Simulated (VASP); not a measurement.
# Ge5H2 in VASP: a series of runs, part 2 of 2

VASP 6.6.1.

## Step 4: Single point, LDA

INCAR

```
PREC = Accurate
ENCUT = 520
EDIFF = 1E-6
ISMEAR = 0
SIGMA = 0.05
LREAL = Auto
LASPH = T
NELM = 60
ALGO = Fast
ISIF = 2
LWAVE = F
LCHARG = F
LDIPOL = T
IDIPOL = 3
DIPOL = 0.5 0.5 0.345
NBANDS = 164
```

KPOINTS

```
Automatic mesh
0
Gamma
  3 3 1
```

POSCAR

```
Ge5H2
1.0
    7.9504584305      0.0000000000      0.0000000000
    0.0000000000      7.9504584305      0.0000000000
    0.0000000000      0.0000000000     19.3782629924
Ge H
20 8
Direct
    0.5000000000      0.5000000000      0.2531929680
    0.5000000000      0.0000000000      0.2531929680
    0.0000000000      0.5000000000      0.2531929680
    0.0000000000      0.0000000000      0.2531929680
    0.7500000000      0.5000000000      0.3257204060
    0.7500000000      0.0000000000      0.3257204060
    0.2500000000      0.5000000000      0.3257204060
    0.2500000000      0.0000000000      0.3257204060
    0.7510483151      0.7488199719      0.4043434442
    0.7510483151      0.2511800281      0.4043434442
    0.2461696882      0.7472819582      0.3978379849
    0.2461696882      0.2527180418      0.3978379849
    0.0069148507      0.7464463662      0.4785231315
    0.0069148507      0.2535536338      0.4785231315
    0.4934105680      0.7266096052      0.4752205937
    0.4934105680      0.2733903948      0.4752205937
    0.0826382891      0.0000000000      0.5518790661
    0.1058622054      0.5000000000      0.5518790661
    0.3729314411      0.0000000000      0.5088612127
    0.4351577896      0.5000000000      0.5640867527
    0.5090621173      0.6542935074      0.2055986752
    0.5090621173      0.3457064926      0.2055986752
    0.5090621173      0.1542935074      0.2055986752
    0.5090621173     -0.1542935074      0.2055986752
   -0.0090621173      0.3457064926      0.2055986752
   -0.0090621173      0.6542935074      0.2055986752
   -0.0090621173     -0.1542935074      0.2055986752
   -0.0090621173      0.1542935074      0.2055986752
```

Potentials or basis: VASP PAW LDA potentials, release 64 (Ge_d, H).

Started as:

```console
$ cat potpaw_LDA.64/Ge_d/POTCAR potpaw_LDA.64/H/POTCAR > POTCAR
$ mpirun -np 1 vasp_std > vasp.out
```

OUTCAR:

```text
PREC = Accurate
   ENCUT = 520
   EDIFF = 1E-6
   ISMEAR = 0
   LREAL = Auto
   LASPH = T
   NELM = 60
   ISIF = 2

 ion  position               nearest neighbor table
   1  0.500  0.500  0.253-  21 1.54  22 1.54   5 2.43   7 2.43
   2  0.500  0.000  0.253-  23 1.54  24 1.54   6 2.43   8 2.43
   3  0.000  0.500  0.253-  25 1.54  26 1.54   5 2.43   7 2.43
   4  0.000  0.000  0.253-  27 1.54  28 1.54   6 2.43   8 2.43
   5  0.750  0.500  0.326-   1 2.43   3 2.43   9 2.50  10 2.50
   6  0.750  0.000  0.326-   2 2.43   4 2.43   9 2.51  10 2.51
[... 8 lines left out ...]
  15  0.493  0.727  0.475-  19 2.46   9 2.47  11 2.48  20 2.53
  16  0.493  0.273  0.475-  19 2.46  10 2.47  12 2.48  20 2.53
  17  0.083  0.000  0.552-  19 2.45  14 2.54  13 2.54
  18  0.106  0.500  0.552-  13 2.55  14 2.55  20 2.63
  19  0.373  0.000  0.509-  17 2.45  16 2.46  15 2.46
  20  0.435  0.500  0.564-  15 2.53  16 2.53  18 2.63
  21  0.509  0.654  0.206-   1 1.54
  22  0.509  0.346  0.206-   1 1.54
  23  0.509  0.154  0.206-   2 1.54
  24  0.509  0.846  0.206-   2 1.54
  25  0.991  0.346  0.206-   3 1.54
  26  0.991  0.654  0.206-   3 1.54
  27  0.991  0.846  0.206-   4 1.54
  28  0.991  0.154  0.206-   4 1.54
[... 235 lines left out ...]
      5     -25.8994      2.00000
      6     -25.8877      2.00000
[... 625 lines left out ...]
    155       1.7382      0.00000
    156       1.8594      0.00000
 [bands above 156 left out]

------------------------ aborting loop because EDIFF is reached ----------------------------------------

 vacuum level on the upper side and lower side of the slab       (xc-potential included)        -0.082        -0.261

  FORCE on cell =-STRESS in cart. coord.  units (eV):
  Direction    XX          YY          ZZ          XY          YZ          ZX
  --------------------------------------------------------------------------------------
  -------------------------------------------------------------------------------------
  Total       -6.8490386      1.6743132     -7.3711999      0.0000000      0.0000000      0.0314000
  in kB       -8.9586177      2.1900201     -9.6416105      0.0000000      0.0000000      0.0410715
  external PRESSURE =      -5.4700694 kB  Pullay stress =       0.0000000 kB

 VOLUME and BASIS-vectors are now :
 -----------------------------------------------------------------------------
  energy-cutoff  :      520.00
  volume of cell :     1224.90
      direct lattice vectors                 reciprocal lattice vectors
     7.950458431  0.000000000  0.000000000     0.125778911  0.000000000  0.000000000
     0.000000000  7.950458431  0.000000000     0.000000000  0.125778911  0.000000000
     0.000000000  0.000000000 19.378262992     0.000000000  0.000000000  0.051604212

 POSITION                                       TOTAL-FORCE (eV/Angst)
 -----------------------------------------------------------------------------------
      3.97523      3.97523      4.90644         0.023884      0.000000      0.347411
      3.97523      0.00000      4.90644         0.090551      0.000000      0.327770
      0.00000      3.97523      4.90644        -0.056202      0.000000      0.290466
      0.00000      0.00000      4.90644        -0.051708      0.000000      0.291293
      5.96284      3.97523      6.31190         0.147053      0.000000      0.351167
      5.96284      0.00000      6.31190         0.044839      0.000000      0.498702
[... 20 lines left out ...]
      7.87841      6.72375      3.98415         0.022740     -0.036658     -0.001651
      7.87841      1.22670      3.98415         0.022740      0.036658     -0.001651
 -----------------------------------------------------------------------------------
    total drift:                               -0.001786      0.000000     -0.019423

  FREE ENERGIE OF THE ION-ELECTRON SYSTEM (eV)
  ---------------------------------------------------
  free  energy   TOTEN  =      -123.8888820672 eV

  energy  without entropy=     -123.8801759043  energy(sigma->0) =     -123.88452899

 vacuum level on the upper side and lower side of the slab         3.399         3.216
```

stdout:

```text
POSCAR found type information on POSCAR GeH
 POSCAR found :  2 types and      28 ions
 scaLAPACK will be used
 LDA part: xc-table for (Slater(with rela. corr.)+CA(PZ))
 , standard interpolation
 POSCAR, INCAR and KPOINTS ok, starting setup
 FFT: planning ... GRIDC
 FFT: planning ... GRID_SOFT
 FFT: planning ... GRID
 WAVECAR not read
 entering main loop
WARNING in EDDRMM: call to ZHEGV failed, returncode =   8  4    145
WARNING in EDDRMM: call to ZHEGV failed, returncode =   6  3    140
 num prob RMM:  25    -0.123888881655E+03   -0.10934E-05   -0.22925E-07   860   0.140E-03    0.108E-04
```

It took 41 min on 1 thread of Oxide Virtual Turin-like, shared host; peak memory 0.98 GiB.

Results:

- Free energy: -123.8889 eV
- Largest force: 0.990 eV/Å

Forces on the atoms (eV/Å):
```
Ge   0.024  0.000  0.347
Ge   0.091  0.000  0.328
Ge  -0.056  0.000  0.290
Ge  -0.052  0.000  0.291
Ge   0.147  0.000  0.351
Ge   0.045  0.000  0.499
Ge  -0.014  0.000 -0.586
Ge  -0.168  0.000 -0.150
Ge   0.001  0.008  0.008
Ge   0.001 -0.008  0.008
Ge   0.007  0.018  0.007
Ge   0.007 -0.018  0.007
Ge  -0.002 -0.009  0.021
Ge  -0.002  0.009  0.021
Ge   0.002 -0.003 -0.006
Ge   0.002  0.003 -0.006
Ge  -0.016  0.000 -0.339
Ge  -0.018  0.000 -0.990
Ge   0.013  0.000 -0.002
Ge   0.013  0.000  0.016
H   -0.022  0.030 -0.015
H   -0.022 -0.030 -0.015
H   -0.045  0.038 -0.005
H   -0.045 -0.038 -0.005
H    0.033 -0.021 -0.037
H    0.033  0.021 -0.037
H    0.023 -0.037 -0.002
H    0.023  0.037 -0.002
```

## Step 5: Single point, LDA

INCAR

```
SYSTEM = Ge5H2
PREC = Accurate ; ENCUT = 520
EDIFF = 1E-7 ; ISMEAR = 0
SIGMA = 0.05 ; LREAL = Auto
LASPH = .True. ; NELM = 100
ALGO = Fast ; ISIF = 2
LWAVE = .False. ; LCHARG = .True.
LDIPOL = .True. ; IDIPOL = 3
DIPOL = 0.5 0.5 0.344 ; GGA = CA
LELF = .True. ; LVHAR = .True.
LVACPOTAV = .True. ; NBANDS = 164
```

KPOINTS

```
Automatic mesh
0
Gamma
  3 3 1
  0 0 0
```

POSCAR

```
Ge5H2
1.0
    7.9504584305      0.0000000000      0.0000000000
    0.0000000000      7.9504584305      0.0000000000
    0.0000000000      0.0000000000     19.3782629924
Ge H
20 8
Direct
    0.5000000000      0.5000000000      0.2531929680
    0.5000000000      0.0000000000      0.2531929680
    0.0000000000      0.5000000000      0.2531929680
    0.0000000000      0.0000000000      0.2531929680
    0.7500000000      0.5000000000      0.3257204060
    0.7500000000      0.0000000000      0.3257204060
    0.2500000000      0.5000000000      0.3257204060
    0.2500000000      0.0000000000      0.3257204060
    0.7510497839      0.7496303549      0.4034688947
    0.7510497839      0.2503696451      0.4034688947
    0.2482121330      0.7486122094      0.3977302102
    0.2482121330      0.2513877906      0.3977302102
    0.0055376020      0.7401502167      0.4764398476
    0.0055376020      0.2598497833      0.4764398476
    0.4963936626      0.7248320358      0.4747900279
    0.4963936626      0.2751679642      0.4747900279
    0.0865734023      0.0000000000      0.5407841604
    0.0938999817      0.5000000000      0.5518790661
    0.3809428864      0.0000000000      0.5063718675
    0.4285824356      0.5000000000      0.5619305369
    0.5090621173      0.6542935074      0.2055986752
    0.5090621173      0.3457064926      0.2055986752
    0.5090621173      0.1542935074      0.2055986752
    0.5090621173     -0.1542935074      0.2055986752
   -0.0090621173      0.3457064926      0.2055986752
   -0.0090621173      0.6542935074      0.2055986752
   -0.0090621173     -0.1542935074      0.2055986752
   -0.0090621173      0.1542935074      0.2055986752
```

Potentials or basis: VASP PAW LDA potentials, release 64 (Ge_d, H).

Started as:

```console
$ cat potpaw_LDA.64/Ge_d/POTCAR potpaw_LDA.64/H/POTCAR > POTCAR
$ mpirun -np 1 vasp_std > vasp.out
```

OUTCAR:

```text
SYSTEM = Ge5H2
   PREC = Accurate
   ENCUT = 520
   EDIFF = 1E-7
   ISMEAR = 0
   LREAL = Auto
   LASPH = .True.
   NELM = 100
   ISIF = 2
   GGA = CA

 ion  position               nearest neighbor table
   1  0.500  0.500  0.253-  21 1.54  22 1.54   5 2.43   7 2.43
   2  0.500  0.000  0.253-  23 1.54  24 1.54   6 2.43   8 2.43
   3  0.000  0.500  0.253-  25 1.54  26 1.54   5 2.43   7 2.43
   4  0.000  0.000  0.253-  27 1.54  28 1.54   6 2.43   8 2.43
   5  0.750  0.500  0.326-   1 2.43   3 2.43   9 2.49  10 2.49
   6  0.750  0.000  0.326-   2 2.43   4 2.43   9 2.50  10 2.50
[... 8 lines left out ...]
  15  0.496  0.725  0.475-  19 2.45   9 2.46  11 2.48  20 2.52
  16  0.496  0.275  0.475-  19 2.45  10 2.46  12 2.48  20 2.52
  17  0.087  0.000  0.541-  19 2.43  14 2.50  13 2.50
  18  0.094  0.500  0.552-  13 2.51  14 2.51  20 2.67
  19  0.381  0.000  0.506-  17 2.43  16 2.45  15 2.45
  20  0.429  0.500  0.562-  15 2.52  16 2.52  18 2.67
  21  0.509  0.654  0.206-   1 1.54
  22  0.509  0.346  0.206-   1 1.54
  23  0.509  0.154  0.206-   2 1.54
  24  0.509  0.846  0.206-   2 1.54
  25  0.991  0.346  0.206-   3 1.54
  26  0.991  0.654  0.206-   3 1.54
  27  0.991  0.846  0.206-   4 1.54
[... 234 lines left out ...]
      3     -25.9316      2.00000
      4     -25.9160      2.00000
      5     -25.9029      2.00000
      6     -25.8991      2.00000
[... 625 lines left out ...]
    155       1.7849      0.00000
    156       1.8615      0.00000
 [bands above 156 left out]

------------------------ aborting loop because EDIFF is reached ----------------------------------------

  FORCE on cell =-STRESS in cart. coord.  units (eV):
  Direction    XX          YY          ZZ          XY          YZ          ZX
  --------------------------------------------------------------------------------------
  -------------------------------------------------------------------------------------
  Total       -5.9814153      3.2469877     -5.5541391      0.0000000      0.0000000      0.0603363
  in kB       -7.8237570      4.2470955     -7.2648750      0.0000000      0.0000000      0.0789205
  external PRESSURE =      -3.6138455 kB  Pullay stress =       0.0000000 kB

 VOLUME and BASIS-vectors are now :
 -----------------------------------------------------------------------------
  energy-cutoff  :      520.00
  volume of cell :     1224.90
      direct lattice vectors                 reciprocal lattice vectors
     7.950458431  0.000000000  0.000000000     0.125778911  0.000000000  0.000000000
     0.000000000  7.950458431  0.000000000     0.000000000  0.125778911  0.000000000
     0.000000000  0.000000000 19.378262992     0.000000000  0.000000000  0.051604212

 POSITION                                       TOTAL-FORCE (eV/Angst)
 -----------------------------------------------------------------------------------
      3.97523      3.97523      4.90644         0.021720      0.000000      0.355715
      3.97523      0.00000      4.90644         0.088000      0.000000      0.341803
      0.00000      3.97523      4.90644        -0.057316      0.000000      0.303452
      0.00000      0.00000      4.90644        -0.045573      0.000000      0.294569
      5.96284      3.97523      6.31190         0.116398      0.000000      0.243094
      5.96284      0.00000      6.31190         0.028425      0.000000      0.351200
[... 20 lines left out ...]
      7.87841      6.72375      3.98415         0.019276     -0.036780     -0.003501
      7.87841      1.22670      3.98415         0.019276      0.036780     -0.003501
 -----------------------------------------------------------------------------------
    total drift:                               -0.001160     -0.000000     -0.012867

  FREE ENERGIE OF THE ION-ELECTRON SYSTEM (eV)
  ---------------------------------------------------
  free  energy   TOTEN  =      -123.9596609516 eV

  energy  without entropy=     -123.9532445594  energy(sigma->0) =     -123.95645276

 vacuum level on the upper side and lower side of the slab         3.598         3.344
```

stdout:

```text
POSCAR found type information on POSCAR GeH
 POSCAR found :  2 types and      28 ions
 scaLAPACK will be used
 LDA part: xc-table for (Slater(with rela. corr.)+CA(PZ))
 , standard interpolation
 POSCAR, INCAR and KPOINTS ok, starting setup
 FFT: planning ... GRIDC
[... 22 lines left out ...]
|                                                                             |
|     Did not find any points to average over, which means that no vacuum     |
|     field-free region was found. Please increase the size of  your cell     |
|     in the dimension of the dipole correction to obtain accurate            |
|     workfunction values.                                                    |
|                                                                             |
 -----------------------------------------------------------------------------
```

Wall time 42 min (1 thread of Oxide Virtual Turin-like, shared host); peak memory 0.98 GiB.

Results:

* Free energy: -123.9597 eV
* Largest force: 0.589 eV/Å
* Band gap on the k mesh: zero (bands 144 and 145 overlap by 0.09 eV)

Forces on the atoms (eV/Å):
```
Ge   0.022  0.000  0.356
Ge   0.088  0.000  0.342
Ge  -0.057  0.000  0.303
Ge  -0.046  0.000  0.295
Ge   0.116  0.000  0.243
Ge   0.028  0.000  0.351
Ge   0.006  0.000 -0.589
Ge  -0.140  0.000 -0.279
Ge  -0.004 -0.010  0.000
Ge  -0.004  0.010  0.000
Ge   0.016  0.003  0.007
Ge   0.016 -0.003  0.007
Ge  -0.004 -0.008  0.010
Ge  -0.004  0.008  0.010
Ge  -0.018 -0.017 -0.010
Ge  -0.018  0.017 -0.010
Ge   0.001  0.000 -0.316
Ge   0.020  0.000 -0.589
Ge   0.007  0.000 -0.003
Ge  -0.003  0.000  0.017
H   -0.022  0.037 -0.026
H   -0.022 -0.037 -0.026
H   -0.042  0.043 -0.007
H   -0.042 -0.043 -0.007
H    0.033 -0.025 -0.037
H    0.033  0.025 -0.037
H    0.019 -0.037 -0.004
H    0.019  0.037 -0.004
```

## Step 6: Summary

| cell | gap on the mesh (eV) | largest force (eV/Å) |
| --- | --- | --- |
| as given, atomic positions A | none | 0.69 |
| as given, atomic positions B | none | 0.86 |
| as given, atomic positions C | - | 0.99 |
| as given, atomic positions D | none | 0.59 |

Alike in all rows: task single point; level LDA; potentials or basis VASP PAW LDA potentials, release 64 (Ge_d, H); no spin polarisation; k mesh 3 × 3 × 1; cutoff (eV) 520; smearing gaussian 0.05 eV.

Absolute energies hang on the potentials; compare differences alone.
